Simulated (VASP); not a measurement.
# PtS2 (P-3m1) in VASP: notebook, part 2 of 2

VASP 6.6.1. The steps go on from the part before.

## (5) Single point, PBEsol (z stretched by -0.5 %, x and y held)

INCAR

```
SYSTEM = PtS2
PREC     = Accurate       ! precision mode
ENCUT    = 520            ! plane-wave cutoff, eV
EDIFF    = 1E-6           ! SCF threshold, eV
ISMEAR   = 0              ! smearing method
SIGMA    = 0.01           ! smearing width, eV
LREAL    = .FALSE.        ! projectors in reciprocal space
LASPH    = .TRUE.         ! aspherical terms in the spheres
NELM     = 60             ! most SCF steps
ALGO     = Normal         ! electronic algorithm
ISIF     = 2              ! what is computed and relaxed
LWAVE    = .FALSE.        ! write WAVECAR
LCHARG   = .FALSE.        ! write CHGCAR
GGA      = PS             ! functional
NBANDS   = 18             ! bands
```

KPOINTS

```
Automatic mesh
0
G
  10 10 6
  0 0 0
```

POSCAR

```
PtS2
1.0
    3.5733777869      0.0000000000      0.0000000000
   -1.7866888934      3.0946359407      0.0000000000
    0.0000000000      0.0000000000      4.7134217635
Pt S
1 2
Direct
    0.0000000000      0.0000000000      0.0000000000
    0.3333333333      0.6666666667      0.2534744995
    0.6666666667      0.3333333333      0.7465255005
```

Launch:

```sh
$ cat potpaw_PBE.64/Pt/POTCAR potpaw_PBE.64/S/POTCAR > POTCAR
$ mpirun -np 1 vasp_std > vasp.out
```

Run time: 78 s. Hardware: 1 thread of Intel Xeon 8259CL, shared host; peak memory 0.22 GiB.

The run converged. Its results:

| Property | Result |
| --- | --- |
| Free energy | -16.9969 eV |
| Pressure | -0.1 GPa |
| Largest force | 0.023 eV/Å |
| Band gap on the k mesh | 0.14 eV (least direct gap 0.90 eV) |

Forces in eV/Å, atoms in the order of the input:
```
Pt   0.000  0.000  0.000
S    0.000  0.000 -0.023
S    0.000  0.000  0.023
```

Stress tensor (GPa, compression positive):
```
-0.16  0.00  0.00
 0.00 -0.16  0.00
 0.00  0.00  0.14
```

Levels at points of the mesh, in eV from the valence-band top:
| k point | band 9 | band 10 | band 11 | band 12 | band 13 | band 14 |
| --- | --- | --- | --- | --- | --- | --- |
| (0.00, 0.00, 0.00) | -1.57 | -1.57 | 0.00 | 1.33 | 1.33 | 3.60 |
| (0.50, 0.00, 0.00) | -3.62 | -3.53 | -2.93 | 0.84 | 2.34 | 5.18 |
| (0.00, 0.00, 0.50) | -2.03 | -2.03 | -1.47 | 2.32 | 2.32 | 5.16 |
| (0.50, 0.00, 0.50) | -3.25 | -3.25 | -1.56 | 0.93 | 1.69 | 4.77 |

Caveat: the cell differs from its parent crystal (z stretched by -0.5 %, x and y held); the PAW data sets were made with another functional, which shifts forces and pressure a little; spin-orbit coupling is left out, which moves the levels of the heavy elements.

## (6) Single point, PBEsol (z stretched by +0.5 %, x and y held)

INCAR

```
SYSTEM = PtS2
  PREC = Accurate
  ENCUT = 520
  EDIFF = 1E-7
  ISMEAR = 0
  SIGMA = 0.01
  LREAL = .False.
  LASPH = .True.
  NELM = 80
  ALGO = Normal
  ISIF = 2
  LWAVE = .False.
  LCHARG = .True.
  GGA = PS
  LELF = .True.
  LVHAR = .True.
  NBANDS = 18
```

KPOINTS

```
Automatic mesh
0
Gamma
  10 10 6
  0 0 0
```

POSCAR

```
PtS2
1.0
    3.5733777869      0.0000000000      0.0000000000
   -1.7866888934      3.0946359407      0.0000000000
    0.0000000000      0.0000000000      4.7607928364
Pt S
1 2
Direct
    0.0000000000      0.0000000000      0.0000000000
    0.3333333333      0.6666666667      0.2511082417
    0.6666666667      0.3333333333      0.7488917583
```

Potentials or basis: VASP PAW PBE potentials, release 64 (Pt, S).

Launch:

```sh
$ cat potpaw_PBE.64/Pt/POTCAR potpaw_PBE.64/S/POTCAR > POTCAR
$ mpirun -np 1 vasp_std > vasp.out
```

OUTCAR:

```text
SYSTEM = PtS2
   PREC = Accurate
   ENCUT = 520
   EDIFF = 1E-7
   ISMEAR = 0
   LREAL = .False.
   LASPH = .True.
   NELM = 80
   ISIF = 2
   GGA = PS

 ion  position               nearest neighbor table
   1  0.000  0.000  0.000-   2 2.38   3 2.38   2 2.38   3 2.38   3 2.38   2 2.38
   2  0.333  0.667  0.251-   1 2.38   1 2.38   1 2.38
   3  0.667  0.333  0.749-   1 2.38   1 2.38   1 2.38

  LATTYP: Found a hexagonal cell.
 ALAT       =     3.5733777869
 C/A-ratio  =     1.3322948539

  Lattice vectors:
[... 696 lines left out ...]

  FORCE on cell =-STRESS in cart. coord.  units (eV):
  Direction    XX          YY          ZZ          XY          YZ          ZX
  --------------------------------------------------------------------------------------
  -------------------------------------------------------------------------------------
  Total       -0.1424808     -0.1424808     -0.0364757     -0.0000000      0.0000000      0.0000000
  in kB       -4.3360991     -4.3360991     -1.1100585     -0.0000000      0.0000000      0.0000000
  external PRESSURE =      -3.2607523 kB  Pullay stress =       0.0000000 kB

 VOLUME and BASIS-vectors are now :
 -----------------------------------------------------------------------------
  energy-cutoff  :      520.00
  volume of cell :       52.65
      direct lattice vectors                 reciprocal lattice vectors
     3.573377787  0.000000000  0.000000000     0.279847265  0.161569894  0.000000000
    -1.786688893  3.094635941  0.000000000     0.000000000  0.323139787  0.000000000
     0.000000000  0.000000000  4.760792836     0.000000000  0.000000000  0.210049047

 POSITION                                       TOTAL-FORCE (eV/Angst)
 -----------------------------------------------------------------------------------
      0.00000      0.00000      0.00000        -0.000000      0.000000      0.000000
     -0.00000      2.06309      1.19547        -0.000000     -0.000000     -0.022626
      1.78669      1.03155      3.56532         0.000000      0.000000      0.022626
 -----------------------------------------------------------------------------------
    total drift:                                0.000000     -0.000000     -0.000000

  FREE ENERGIE OF THE ION-ELECTRON SYSTEM (eV)
  ---------------------------------------------------
  free  energy   TOTEN  =       -16.9977016614 eV

  energy  without entropy=      -16.9977016614  energy(sigma->0) =      -16.99770166
```

OSZICAR:

```text
N       E                     dE             d eps       ncg     rms          rms(c)
DAV:   1     0.108266819862E+03    0.10827E+03   -0.10507E+04  2632   0.110E+03
DAV:   2    -0.130818745684E+02   -0.12135E+03   -0.11740E+03  3104   0.221E+02
DAV:   3    -0.182823866260E+02   -0.52005E+01   -0.51582E+01  3296   0.460E+01
DAV:   4    -0.183337625272E+02   -0.51376E-01   -0.51348E-01  3320   0.510E+00
DAV:   5    -0.183344750768E+02   -0.71255E-03   -0.71251E-03  3278   0.594E-01    0.185E+01
DAV:   6    -0.172743829069E+02    0.10601E+01   -0.62152E+00  2704   0.238E+01    0.121E+01
DAV:   7    -0.170277393676E+02    0.24664E+00   -0.11642E+00  2682   0.109E+01    0.570E+00
DAV:   8    -0.170010604647E+02    0.26679E-01   -0.69107E-02  2874   0.185E+00    0.121E+00
DAV:   9    -0.169976297887E+02    0.34307E-02   -0.78576E-03  3048   0.870E-01    0.242E-01
DAV:  10    -0.169976865681E+02   -0.56779E-04   -0.13013E-03  3022   0.228E-01    0.830E-02
DAV:  11    -0.169977016695E+02   -0.15101E-04   -0.43203E-05  3458   0.572E-02    0.433E-02
DAV:  12    -0.169977012250E+02    0.44450E-06   -0.56823E-06  3026   0.225E-02    0.999E-03
DAV:  13    -0.169977016122E+02   -0.38718E-06   -0.88906E-07  3112   0.651E-03    0.306E-03
DAV:  14    -0.169977016614E+02   -0.49215E-07   -0.62965E-08  1786   0.189E-03
   1 F= -.16997702E+02 E0= -.16997702E+02  d E =-.119902E-32
```

stdout:

```text
POSCAR found type information on POSCAR PtS
 POSCAR found :  2 types and       3 ions
 scaLAPACK will be used
 -----------------------------------------------------------------------------
|                                                                             |
|                                                                             |
|     You enforced a specific xc type in the INCAR file but a different       |
|     I HOPE YOU KNOW WHAT YOU ARE DOING!                                     |
|                                                                             |
 -----------------------------------------------------------------------------

 LDA part: xc-table for (Slater+PW92), standard interpolation
 POSCAR, INCAR and KPOINTS ok, starting setup
 FFT: planning ... GRIDC
 FFT: planning ... GRID_SOFT
 FFT: planning ... GRID
 WAVECAR not read
 entering main loop
```

It took 94 s on 1 thread of Intel Xeon 8259CL, shared host; peak memory 0.22 GiB.

Results:

- Free energy: -16.9977 eV
- Pressure: -0.3 GPa
- Largest force: 0.023 eV/Å
- Band gap on the k mesh: 0.20 eV (least direct gap 0.90 eV)

Forces in eV/Å, atoms in the order of the input:
```
Pt   0.000  0.000  0.000
S    0.000  0.000 -0.023
S    0.000  0.000  0.023
```

Caveat: the cell differs from its parent crystal (z stretched by +0.5 %, x and y held); the PAW data sets were made with another functional, which shifts forces and pressure a little; spin-orbit coupling is left out, which moves the levels of the heavy elements. A k mesh can miss the band edges.

## (7) Overview

```tsv
cell	gap on the mesh (eV)	pressure (GPa)	largest force (eV/Å)
a = 3.556, b = 3.556, c = 4.713 Å, angles 90.0, 90.0, 120.0°, 3 atoms, atomic positions A	0.14	1.0	0.02
a = 3.573, b = 3.573, c = 4.737 Å, angles 90.0, 90.0, 120.0°, 3 atoms, atomic positions B	0.17	-0.3	0.03
a = 3.573, b = 3.573, c = 4.713 Å, angles 90.0, 90.0, 120.0°, 3 atoms, atomic positions C	0.14	-0.1	0.02
a = 3.573, b = 3.573, c = 4.761 Å, angles 90.0, 90.0, 120.0°, 3 atoms, atomic positions D	0.20	-0.3	0.02
```

Alike in all rows: task single point; level PBEsol; potentials or basis VASP PAW PBE potentials, release 64 (Pt, S); no spin polarisation; k mesh 10 × 10 × 6; cutoff (eV) 520; smearing gaussian 0.01 eV.

Caveats: the PAW data sets were made with another functional, which shifts forces and pressure a little; spin-orbit coupling is left out, which moves the levels of the heavy elements.

Absolute energies hang on the potentials; compare differences alone.
